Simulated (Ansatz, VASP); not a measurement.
# MgF2 in VASP and in Ansatz

INCAR

```
ALGO = Normal ; EDIFF = 1E-7
EDIFFG = -0.005 ; ENCUT = 600
GGA = PE ; GGA_COMPAT = False
IBRION = 2 ; ISIF = 3
ISMEAR = 0 ; LASPH = True
LCHARG = False ; LREAL = False
LWAVE = False ; NELM = 120
NELMIN = 4 ; NSW = 100
PREC = Accurate ; SIGMA = 0.02
```

Contents of KPOINTS:

```
k-points
0
Gamma
  6 6 8
```

Contents of POSCAR:

```
MgF2
1.0
    4.6250000000      0.0000000000      0.0000000000
    0.0000000000      4.6250000000      0.0000000000
    0.0000000000      0.0000000000      3.0520000000
Mg F
2 4
Direct
    0.0000000000      0.0000000000      0.0000000000
    0.5000000000      0.5000000000      0.5000000000
    0.3030000000      0.3030000000      0.0000000000
    0.1970000000      0.8030000000      0.5000000000
    0.6970000000      0.6970000000      0.0000000000
    0.8030000000      0.1970000000      0.5000000000
```

Input for Ansatz:

```yaml
crystal:
  lattice:
    - [4.625, 0.0, 0.0]
    - [0.0, 4.625, 0.0]
    - [0.0, 0.0, 3.052]
  atoms:
    - { symbol: Mg, position: [0.0, 0.0, 0.0] }
    - { symbol: Mg, position: [0.5, 0.5, 0.5] }
    - { symbol: F, position: [0.303, 0.303, 0.0] }
    - { symbol: F, position: [0.197, 0.803, 0.5] }
    - { symbol: F, position: [0.697, 0.697, 0.0] }
    - { symbol: F, position: [0.803, 0.197, 0.5] }
basis:
  ecutwfc: 420
kpoints:
  mp_grid: { grid: [6, 6, 8] }
hamiltonian:
  xc: pbe
scf:
  occupations: { method: gaussian, width: 0.02 }
output:
  forces: true
  stress: true
  eigenvalues: true
  write_density: true
  write_potential: true
  elf: true
  volumetric_format: npy
relax:
  adjacent_minimum: "off"
  f_tol: 0.005
  max_steps: 80
  cell: { stress_tol: 0.05 }
```

Alike in both runs: task relaxation of cell and atoms; functional PBE; k mesh 6 × 6 × 8; occupations gaussian, width 0.02 eV; no spin polarisation.

|  | VASP | Ansatz |
| --- | --- | --- |
| version | VASP 6.6.1 | Ansatz 0.2.0 |
| potentials or method | VASP PAW PBE potentials, release 64 (Mg, F), cutoff 600 eV | scalar-relativistic, plane waves, PAW |
| valence electrons in the cell | 32 | 48 |

Ansatz gave:

| Quantity | Value |
| --- | --- |
| gap on the k mesh at the Fermi level, each at its own relaxed structure (eV) | 6.84 |
| relaxed volume (Å³/atom) | 11.38 |
| relaxed cell length with the largest relative difference (Å) | 4.698 |

**Question.** Which values does VASP return?

**Answer.** gap on the k mesh at the Fermi level, each at its own relaxed structure (eV): 6.86; relaxed volume (Å³/atom): 11.26; relaxed cell length with the largest relative difference (Å): 4.681.

VASP's potentials hold 32 valence electrons a cell and Ansatz's 48, so a difference there can come from the potentials and not from the codes.
